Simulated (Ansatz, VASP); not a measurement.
**Two plane-wave programs on CuAu**

```
CELL_PARAMETERS angstrom
1.47136 0.84949 4.33965
-1.47136 0.84949 4.33965
0.00000 -1.69898 4.33965
ATOMIC_POSITIONS crystal
Au 0.00000 0.00000 0.00000
Cu 0.50000 0.50000 0.50000
```

Alike in both runs: task single point; functional PBEsol; k mesh 11 × 11 × 11; occupations fermi-dirac, width 0.05 eV; no spin polarisation.

|  | VASP | Ansatz |
| --- | --- | --- |
| version | VASP 6.6.1 | Ansatz 0.2.0 |
| potentials or method | VASP PAW PBE potentials, release 64 (Au, Cu) | Ansatz PAW |
| plane-wave cutoff (eV) | 520 | 420 |
| valence electrons in the cell | 22 | 38 |

VASP gave:

| Item | Value |
| --- | --- |
| gap on the k mesh at the Fermi level (eV) | none |
| pressure (GPa) | -13.9 |
| traceless stress, the component that is largest in VASP (GPa) | 0.34 |

Estimate Ansatz's values.

gap on the k mesh at the Fermi level (eV): none; pressure (GPa): -14.0; traceless stress, the component that is largest in VASP (GPa): 0.24.

VASP's potentials were made for PBE, not for PBEsol. A gap of «none» marks a metal or a gap that the smearing closes. VASP's potentials hold 22 valence electrons a cell and Ansatz's 38, so a difference there can come from the potentials and not from the codes.

Spin-orbit coupling is off throughout.
